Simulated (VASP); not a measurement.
# MgO (Cmcm) in VASP: single point with r2SCAN+rVV10

Aim: the single point of MgO with r2SCAN+rVV10.

All numbers are computed with VASP 6.6.1; they aren't measurements. Logs are shortened: lines on timing, memory, paths and dates and some standing lists are left out, and cuts for length are marked.

## (1) The cell of the first run

Symmetry: Cmcm, No. 63, orthorhombic system. Conventional cell: a = 2.847 Å, b = 10.427 Å, c = 2.895 Å, α = 90.00°, β = 90.00°, γ = 90.00°. Mg (site symmetry m2m) has 5 O at 2.03 to 2.15 Å within 2.7 Å. O (site symmetry m2m) has 5 Mg at 2.03 to 2.15 Å within 2.7 Å.

## (2) Single point, r2SCAN+rVV10

POSCAR

```
MgO
1.0
    5.9569130233     -1.4236289727      0.2744914907
    5.9569130233      1.4236289727      0.2744914907
   -1.5205977259      0.0000000000      2.4636709165
Mg O
2 2
Direct
    0.1490059723      0.1490059723      1.0480125619
    0.8509940277      0.8509940277     -0.0480125619
    0.3547865558      0.3547865558      0.4595725112
    0.6452134442      0.6452134442      0.5404274888
```

INCAR.step1

```
PREC     = Accurate       # precision mode
ENCUT    = 520            # plane-wave cutoff, eV
ISMEAR   = -1             # smearing method
SIGMA    = 0.03           # smearing width, eV
LREAL    = F              # projectors in reciprocal space
LASPH    = T              # aspherical terms in the spheres
NELM     = 80             # most SCF steps
NBANDS   = 16             # bands
GGA      = PE             # functional
ALGO     = Normal         # electronic algorithm
EDIFF    = 1E-4           # SCF threshold, eV
LWAVE    = T              # write WAVECAR
LCHARG   = F              # write CHGCAR
```

INCAR.step2

```
PREC     = Accurate       # precision mode
ENCUT    = 520            # plane-wave cutoff, eV
EDIFF    = 1E-6           # SCF threshold, eV
ISMEAR   = -1             # smearing method
SIGMA    = 0.03           # smearing width, eV
LREAL    = F              # projectors in reciprocal space
LASPH    = T              # aspherical terms in the spheres
NELM     = 80             # most SCF steps
ALGO     = Normal         # electronic algorithm
ISIF     = 2              # what is computed and relaxed
LWAVE    = F              # write WAVECAR
LCHARG   = F              # write CHGCAR
METAGGA  = R2SCAN         # meta-GGA
LMIXTAU  = T            
LUSE_VDW = T            
IVDW_NL  = 2            
BPARAM   = 11.95        
CPARAM   = 0.0093       
NBANDS   = 16             # bands
ISTART   = 1
```

KPOINTS

```
regular mesh
0
Gamma
  12 12 12
```

Potentials or basis: VASP PAW PBE potentials, release 64 (Mg, O).

On the command line:

```
> cat potpaw_PBE.64/Mg/POTCAR potpaw_PBE.64/O/POTCAR > POTCAR
> cp INCAR.step1 INCAR
> mpirun -np 1 vasp_std > vasp.out
> cp INCAR.step2 INCAR
> mpirun -np 1 vasp_std > vasp.out
```

OUTCAR:

```text
PREC = Accurate
   ENCUT = 520
   EDIFF = 1E-6
   ISMEAR = -1
   LREAL = F
   LASPH = T
   NELM = 80
   ISIF = 2
   METAGGA = R2SCAN
   IVDW_NL = 2
   BPARAM = 11.95
   ISTART = 1

 ion  position               nearest neighbor table
   1  0.149  0.149  0.048-   4 2.03   4 2.03   4 2.03   4 2.03   3 2.15   2 2.93   2 2.93   2 2.93
                             2 2.93   2 3.43   2 3.43
   2  0.851  0.851  0.952-   3 2.03   3 2.03   3 2.03   3 2.03   4 2.15   1 2.93   1 2.93   1 2.93
                             1 2.93   1 3.43   1 3.43
   3  0.355  0.355  0.460-   2 2.03   2 2.03   2 2.03   2 2.03   1 2.15
   4  0.645  0.645  0.540-   1 2.03   1 2.03   1 2.03   1 2.03   2 2.15

  LATTYP: Found a simple monoclinic cell.
 ALAT       =     2.8472579454
 B/A-ratio  =     1.0168203103
 C/A-ratio  =     1.8980291544
 COS(beta)  =    -0.2634311485

  Lattice vectors:

 A1 = (   0.0000000000,  -2.8472579454,   0.0000000000)
 A2 = (  -1.5205977259,   0.0000000000,   2.4636709165)
 A3 = (  -4.4363152974,   1.4236289727,  -2.7381624072)

Analysis of symmetry for initial positions (statically):
=====================================================================
 Subroutine PRICEL returns:
 Original cell was already a primitive cell.

 Routine SETGRP: Setting up the symmetry group for a
 simple monoclinic supercell.

 Subroutine GETGRP returns: Found  4 space group operations
 (whereof  2 operations were pure point group operations)
 out of a pool of  4 trial point group operations.

The static configuration has the point symmetry S_2 .
 The point group associated with its full space group is C_2h.

Analysis of symmetry for dynamics (positions and initial velocities):
=====================================================================
 Subroutine PRICEL returns:
 Original cell was already a primitive cell.

 Routine SETGRP: Setting up the symmetry group for a
 simple monoclinic supercell.

 Subroutine GETGRP returns: Found  4 space group operations
 (whereof  2 operations were pure point group operations)
 out of a pool of  4 trial point group operations.

The dynamic configuration has the point symmetry S_2 .
 The point group associated with its full space group is C_2h.

 Subroutine INISYM returns: Found  4 space group operations
 (whereof  2 operations are pure point group operations),
 and found     1 'primitive' translations

----------------------------------------------------------------------------------------

                                     Primitive cell

  volume of cell :      42.9744

  direct lattice vectors                    reciprocal lattice vectors
     5.956913023 -1.423628973  0.274491491     0.081614912 -0.351215106  0.050373388
     5.956913023  1.423628973  0.274491491     0.081614912  0.351215106  0.050373388
    -1.520597726  0.000000000  2.463670916    -0.018186357  0.000000000  0.394673599

  length of vectors
     6.130813796  6.130813796  2.895149707     0.364074886  0.364074886  0.395092386

  position of ions in fractional coordinates (direct lattice)
     0.149005972  0.149005972  0.048012562
     0.850994028  0.850994028  0.951987438
     0.354786556  0.354786556  0.459572511
     0.645213444  0.645213444  0.540427489

  ion indices of the primitive-cell ions
   primitive index   ion index
                 1           1
                 2           2
                 3           3
                 4           4

----------------------------------------------------------------------------------------

 KPOINTS: regular mesh

Automatic generation of k-mesh.
 Grid dimensions read from file:
 generate k-points for:   12   12   12

 Generating k-lattice:

  Cartesian coordinates                     Fractional coordinates (reciprocal lattice)
     0.006801243 -0.029267925  0.004197782     0.083333333 -0.000000000  0.000000000
     0.006801243  0.029267925  0.004197782    -0.000000000  0.083333333  0.000000000
    -0.001515530  0.000000000  0.032889467    -0.000000000 -0.000000000  0.083333333

  Length of vectors
     0.030339574  0.030339574  0.032924365

  Shift w.r.t. Gamma in fractional coordinates (k-lattice)
     0.000000000  0.000000000  0.000000000

 Subroutine IBZKPT returns following result:
 ===========================================

 Found    518 irreducible k-points:

 Following reciprocal coordinates:
            Coordinates               Weight
  0.000000  0.000000  0.000000      1.000000
  0.083333  0.000000 -0.000000      2.000000
 -0.000000 -0.083333  0.000000      2.000000
  0.166667  0.000000 -0.000000      2.000000
 -0.000000 -0.166667  0.000000      2.000000
  0.250000  0.000000 -0.000000      2.000000
[... 16 lines left out ...]
  0.500000  0.083333  0.000000      2.000000
 -0.083333  0.500000 -0.000000      2.000000
 [... further k-points ...]
   k-points           NKPTS =    518   k-points in BZ     NKDIM =    518   number of bands    NBANDS=     16
   number of dos      NEDOS =    301   number of ions     NIONS =      4
   total plane-waves  NPLWV =  55296
   dimension x,y,z NGX =    48 NGY =   48 NGZ =   24
   dimension x,y,z NGXF=    96 NGYF=   96 NGZF=   48
   ions per type =               2   2
   NGX,Y,Z   is equivalent  to a cutoff of  13.02, 13.02, 13.78 a.u.
   NGXF,Y,Z  is equivalent  to a cutoff of  26.03, 26.03, 27.56 a.u.
 SYSTEM =  unknown system
   PREC   = accura    normal or accurate (medium, high low for compatibility)
   ISTART =      1    job   : 0-new  1-cont  2-samecut
   ICHARG =      0    charge: 1-file 2-atom 10-const
   ISPIN  =      1    spin polarized calculation?
   LNONCOLLINEAR =      F non collinear calculations
   LSORBIT =      F    spin-orbit coupling
   LASPH  =      T    aspherical Exc in radial PAW
   ENCUT  =  520.0 eV  38.22 Ry    6.18 a.u.  11.40 11.40  5.38*2*pi/ulx,y,z
   NELM   =     80;   NELMIN=  2; NELMDL=  0     # of ELM steps
   EDIFF  = 0.1E-05   stopping-criterion for ELM
   LREAL  =      F    real-space projection
   EDIFFG = 0.1E-04   stopping-criterion for IOM
   NSW    =      0    number of steps for IOM
   IBRION =     -1    ionic relax: 0-MD 1-quasi-New 2-CG
   NFREE  =      0    steps in history (QN), initial steepest desc. (CG)
   ISIF   =      2    stress and relaxation
   ISYM   =      2    0-nonsym 1-usesym 2-fastsym
   POTIM  = 0.5000    time-step for ionic-motion
   TEBEG  =    0.0;   TEEND  =   0.0 temperature during run
   PSTRESS=    0.0 pullay stress
   NELECT =      16.0000    total number of electrons
   NUPDOWN=      -1.0000    fix difference up-down
   EMIN   =  10.00;   EMAX   =-10.00  energy-range for DOS
   EFERMI =   0.00;   METHOD = LEGACY
   ISMEAR =    -1;   SIGMA  =   0.03  broadening in eV -4-tet -1-fermi 0-gaus
   EFERMI_NEDOS =   21; number of points for ismear=-14 and -15
   IALGO  =     38    algorithm
   IMIX   =      4    mixing-type and parameters
     AMIX     =   0.40;   BMIX     =  1.00
     AMIX_MAG =   1.60;   BMIX_MAG =  1.00
  volume/ion in A,a.u.               =      10.74        72.50
  Fermi-wavevector in a.u.,A,eV,Ry     =   1.177728  2.225582 18.871854  1.387042
  Thomas-Fermi vector in A             =   2.314069
   LORBIT       =      0    0 simple, 1 ext, 2 COOP (PROOUT), +10 PAW based schemes
   METAGGA = R2SCAN    functional components
   LHFCALC =     F    Hartree Fock is set to
   AEXX    =    0.0000 exact exchange contribution
   IVDW_NL    =     2    kernel type
   BPARAM     =11.9500
   IVDW    =     0    specifies the selected vdW correction
   LEPSILON=     F    determine dielectric tensor
   LRPA    =     F    only Hartree local field effects (RPA)
 non-spin polarized calculation
  energy-cutoff  :      520.00
  volume of cell :       42.97
 maximum number of plane-waves:      1179
 NGX is ok and might be reduce to    48
   NGX = 23   NGY = 23   NGZ = 11

 number of electron      15.9999999 magnetization

 Free energy of the ion-electron system (eV)
  ---------------------------------------------------
  ext. energy  EPLUGINS =         0.00000000
  ---------------------------------------------------
  free energy    TOTEN  =       -30.72892205 eV

  energy without entropy =      -30.72892205  energy(sigma->0) =      -30.72892205

 E-fermi :   2.3993     XC(G=0): -10.7368

 val. band max:        1.7097461595   @ k =  -0.1667  -0.0000   0.0833
 cond. band min:       5.5685144586   @ k =   0.0000   0.0000   0.0000
 fundamental gap:      3.8587682991
 Fermi energy:         2.3992884104

 k-point     1 :       0.0000    0.0000    0.0000
  band No.  band energies     occupation
      1     -16.1681      2.00000
      2     -15.2276      2.00000
      3      -2.0236      2.00000
      4       0.8162      2.00000
      5       1.0953      2.00000
      6       1.5267      2.00000
[... 8 lines left out ...]
     15      20.9140      0.00000
     16      20.9437      0.00000

 k-point     2 :       0.0833    0.0000   -0.0000
  band No.  band energies     occupation
      1     -16.1147      2.00000
      2     -15.2012      2.00000
      3      -1.9428      2.00000
      4       0.7303      2.00000
      5       0.8311      2.00000
      6       1.2241      2.00000
[... 8 lines left out ...]
     15      20.0674      0.00000
     16      20.2358      0.00000

 k-point     3 :      -0.0000   -0.0833    0.0000
  band No.  band energies     occupation
      1     -16.1147      2.00000
      2     -15.2012      2.00000
      3      -1.9428      2.00000
      4       0.7303      2.00000
      5       0.8311      2.00000
      6       1.2241      2.00000
[... 8 lines left out ...]
     15      20.0674      0.00000
     16      20.2358      0.00000
[... 362 lines left out ...]
 k-point    23 :       0.5000    0.0833    0.0000
  band No.  band energies     occupation
      1     -15.2100      2.00000
      2     -14.9784      2.00000
      3      -2.3331      2.00000
      4      -1.9815      2.00000
      5       0.1907      2.00000
      6       1.0485      2.00000
[... 8 lines left out ...]
     15      18.9305      0.00000
     16      20.1729      0.00000

 k-point    24 :      -0.0833    0.5000   -0.0000
  band No.  band energies     occupation
      1     -15.2100      2.00000
      2     -14.9784      2.00000
      3      -2.3331      2.00000
      4      -1.9815      2.00000
      5       0.1907      2.00000
      6       1.0485      2.00000
[... 8 lines left out ...]
     15      18.9305      0.00000
     16      20.1729      0.00000

 [... further k-points ...]

------------------------ aborting loop because EDIFF is reached ----------------------------------------

  FORCE on cell =-STRESS in cart. coord.  units (eV):
  Direction    XX          YY          ZZ          XY          YZ          ZX
  --------------------------------------------------------------------------------------
  -------------------------------------------------------------------------------------
  Total       -0.1545696     -0.2481103     -0.2076620      0.0000000      0.0000000      0.0529327
  in kB       -5.7626812     -9.2500794     -7.7420790      0.0000015      0.0000011      1.9734415
  external PRESSURE =      -7.5849465 kB  Pullay stress =       0.0000000 kB

 VOLUME and BASIS-vectors are now :
 -----------------------------------------------------------------------------
  energy-cutoff  :      520.00
  volume of cell :       42.97
      direct lattice vectors                 reciprocal lattice vectors
     5.956913023 -1.423628973  0.274491491     0.081614912 -0.351215106  0.050373388
     5.956913023  1.423628973  0.274491491     0.081614912  0.351215106  0.050373388
    -1.520597726  0.000000000  2.463670916    -0.018186357  0.000000000  0.394673599

 POSITION                                       TOTAL-FORCE (eV/Angst)
 -----------------------------------------------------------------------------------
      1.70222      0.00000      0.20009         0.018909      0.000000      0.011671
      8.69100      0.00000      2.81257        -0.018909     -0.000000     -0.011671
      3.52804      0.00000      1.32701        -0.007162      0.000000     -0.004421
      6.86519      0.00000      1.68565         0.007162     -0.000000      0.004421
 -----------------------------------------------------------------------------------
    total drift:                               -0.001733     -0.000110     -0.001068

  FREE ENERGIE OF THE ION-ELECTRON SYSTEM (eV)
  ---------------------------------------------------
  free  energy   TOTEN  =       -30.7289220504 eV

  energy  without entropy=      -30.7289220504  energy(sigma->0) =      -30.72892205
```

Run time: 63 min. Hardware: 1 thread of Oxide Virtual Turin-like, shared host; peak memory 0.66 GiB.

What came out:

```yaml
Free_energy: -30.7289 eV
Pressure: -0.8 GPa
Largest_force: 0.022 eV/Å
Band_gap_on_the_k_mesh: 3.86 eV (least direct gap 3.98 eV)
```

Forces in eV/Å, atoms in the order of the input:
```
Mg   0.019  0.000  0.012
Mg  -0.019  0.000 -0.012
O   -0.007  0.000 -0.004
O    0.007  0.000  0.004
```

Stress tensor (GPa, compression positive):
```
-0.58  0.00  0.20
 0.00 -0.93  0.00
 0.20  0.00 -0.77
```

Levels at points of the mesh, in eV from the valence-band top:
```csv
k point,band 5,band 6,band 7,band 8,band 9,band 10,band 11,band 12
"(0.00, 0.00, 0.00)",-0.61,-0.18,-0.15,-0.12,3.86,10.44,11.02,11.73
"(0.50, 0.00, 0.00)",-1.44,-0.69,-0.53,-0.45,6.39,9.30,11.13,13.32
"(0.00, 0.50, 0.00)",-1.44,-0.69,-0.53,-0.45,6.39,9.30,11.13,13.32
"(0.50, 0.50, 0.00)",-0.79,-0.70,-0.28,-0.01,5.93,7.99,11.56,13.81
"(0.00, 0.00, 0.50)",-0.85,-0.85,-0.35,-0.35,7.38,7.38,12.13,12.13
"(0.50, 0.00, 0.50)",-2.27,-2.27,-0.75,-0.75,8.99,8.99,11.50,11.50
"(0.00, 0.50, 0.50)",-2.27,-2.27,-0.75,-0.75,8.99,8.99,11.50,11.50
"(0.50, 0.50, 0.50)",-1.44,-1.44,-0.35,-0.35,8.32,8.32,11.02,11.02
```

Caveat: the PAW data sets were made with another functional, which shifts forces and pressure a little. A k mesh can miss the band edges.
